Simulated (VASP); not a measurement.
A run of VASP 6.6.1:

INCAR

```
SYSTEM = Cd
ALGO = Normal
EDIFF = 1E-7
EDIFFG = -0.005
ENCUT = 600
GGA = PE
IBRION = 2
ISIF = 3
ISMEAR = -1
LASPH = .True.
LCHARG = .False.
LREAL = .False.
LWAVE = .False.
NELM = 100
NSW = 60
PREC = Accurate
SIGMA = 0.05
```

KPOINTS

```
k-points
0
Gamma
  16 16 16
  0 0 0
```

Contents of POSCAR:

```
Cd
1.0
    0.0000000000      2.2606409543      2.2606409543
    2.2606409543      0.0000000000      2.2606409543
    2.2606409543      2.2606409543      0.0000000000
Cd
1
Direct
    0.0000000000      0.0000000000      0.0000000000
```

Potentials or basis: VASP PAW PBE potentials, release 64 (Cd).

Command:

```bash
$ cat potpaw_PBE.64/Cd/POTCAR > POTCAR
$ mpirun -np 1 vasp_std > vasp.out
```

Hardware: 1 thread of Intel(R) Xeon(R) Platinum 8259CL CPU @ 2.50GHz (Skylake/Cascade Lake), on a shared host.

Problem. Estimate the wall time of this run.

Solution. Wall time 61 s on 1 thread of Intel(R) Xeon(R) Platinum 8259CL CPU @ 2.50GHz (Skylake/Cascade Lake) (shared host), peak memory 0.19 GiB. Counts: scf iterations 19, k points 145, ion steps 2.
